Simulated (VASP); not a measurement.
Set up this calculation in VASP 6.6.1, as the native input.

```
Task                   : single point
Functional             : LDA
Potentials or basis    : VASP PAW LDA potentials, release 64 (Ru_pv, Ir)
Cutoff                 : 520 eV
k mesh                 : 24 × 24 × 12
Occupations            : gaussian, width 0.15 eV
Spin                   : no spin polarisation
Dipole correction      : no
Further INCAR settings : ALGO = Fast; EDIFF = 1e-07; NBANDS = 18
```

The structure of IrRu lies in POSCAR:

```
IrRu
1.0
    2.7249110840      0.0000000000      0.0000000000
   -1.3624555420      2.3598422218      0.0000000000
    0.0000000000      0.0000000000      4.3306976446
Ru Ir
1 1
Direct
    0.6666666667      0.3333333333      0.0000000000
    0.0000000000      0.0000000000      0.5000000000
```

One way to write it, as run:

INCAR

```
SYSTEM = IrRu
  ALGO = Fast
  EDIFF = 1E-7
  ENCUT = 520
  ISIF = 2
  ISMEAR = 0
  LASPH = .TRUE.
  LCHARG = .FALSE.
  LREAL = .FALSE.
  LWAVE = .FALSE.
  NBANDS = 18
  NELM = 100
  PREC = Accurate
  SIGMA = 0.15
```

KPOINTS

```
k-points
0
G
  24 24 12
  0 0 0
```

Potentials or basis: VASP PAW LDA potentials, release 64 (Ru_pv, Ir).

Run with:

```sh
$ cat potpaw_LDA.64/Ru_pv/POTCAR potpaw_LDA.64/Ir/POTCAR > POTCAR
$ mpirun -np 1 vasp_std > vasp.out
```

Results of the run:

The pressure is -10.3 GPa.

It took 2.4 min on 1 thread of Intel Xeon 6975P-C, on a shared host, peak memory 0.32 GiB.
